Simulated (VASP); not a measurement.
Runs of VASP 6.6.1 on W. The structure is cubic, space group Fm-3m (No. 225). Conventional cell: a = 4.060 Å, b = 4.060 Å, c = 4.060 Å, α = 90.00°, β = 90.00°, γ = 90.00°. Within 3.8 Å of W (site symmetry m-3m) lie 12 W at 2.87 Å. 

| level | potentials or basis | gap on the mesh (eV) | pressure (GPa) |
| --- | --- | --- | --- |
| BLYP | VASP PAW PBE potentials, release 64 (W_sv) | none | 5.7 |
| LDA | VASP PAW LDA potentials, release 64 (W_sv) | none | (b) |
| PBE | VASP PAW PBE potentials, release 64 (W_sv) | none | (a) |
| revPBE | VASP PAW PBE potentials, release 64 (W_sv) | none | -1.8 |
| r2SCAN | VASP PAW PBE potentials, release 64 (W_sv) | none | -8.0 |

Alike in all rows: task single point; no spin polarisation; cell as given; k mesh 9 × 9 × 9; cutoff (eV) 520; smearing fermi-dirac 0.15 eV.

Fill in the values left out.

(a) -4.3; (b) -16.6.

Caveats: spin-orbit coupling is left out, which moves the levels of the heavy elements; the PAW data sets were made with another functional, which shifts forces and pressure a little (some runs).

A k mesh can miss the band edges, and the runs leave out spin-orbit coupling on W.

A gap of «none» marks levels without a gap at the run's occupations.
